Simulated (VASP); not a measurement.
Write the native input for VASP 6.6.1 that does the following.

```
Task                   : single point
Functional             : PBE
Potentials or basis    : VASP PAW PBE potentials, release 64 (Si, C)
Cutoff                 : 520 eV
k mesh                 : 12 × 12 × 12
Occupations            : gaussian, width 0.05 eV
Spin                   : no spin polarisation
Dipole correction      : no
Further INCAR settings : ALGO = Normal; EDIFF = 1e-07; NBANDS = 11
```

The structure of SiC lies in POSCAR:

```
SiC
1.0
    0.0000000000      2.1937815557      2.1937815557
    2.1937815557      0.0000000000      2.1937815557
    2.0811674358      2.0811674358      0.1126141199
Si C
1 1
Direct
    0.0000000000      0.0000000000      0.0000000000
    0.7500000000      0.7500000000      0.7500000000
```

These files were run (other wordings do the same):

INCAR

```
PREC = Accurate ; ENCUT = 520
EDIFF = 1E-7 ; ISMEAR = 0
SIGMA = 0.05 ; LREAL = F
LASPH = T ; NELM = 60
ALGO = Normal ; ISIF = 2
LWAVE = F ; LCHARG = F
GGA = PE ; NBANDS = 11
```

KPOINTS

```
regular mesh
0
Gamma
  12 12 12
```

Potentials or basis: VASP PAW PBE potentials, release 64 (Si, C).

Launch:

```bash
$ cat potpaw_PBE.64/Si/POTCAR potpaw_PBE.64/C/POTCAR > POTCAR
$ mpirun -np 1 vasp_std > vasp.out
```

Results of the run:

* Pressure: 20.6 GPa
* Largest force: 1.484 eV/Å
* Band gap on the k mesh: 0.92 eV, indirect (least direct gap 3.98 eV)

Caveat: forces of over 1 eV/Å act on the atoms, so gaps and moduli don't describe the material at rest.

It took 23 s on 1 thread of Intel(R) Xeon(R) 6975P-C (Granite Rapids), on a shared host, peak memory 0.15 GiB.
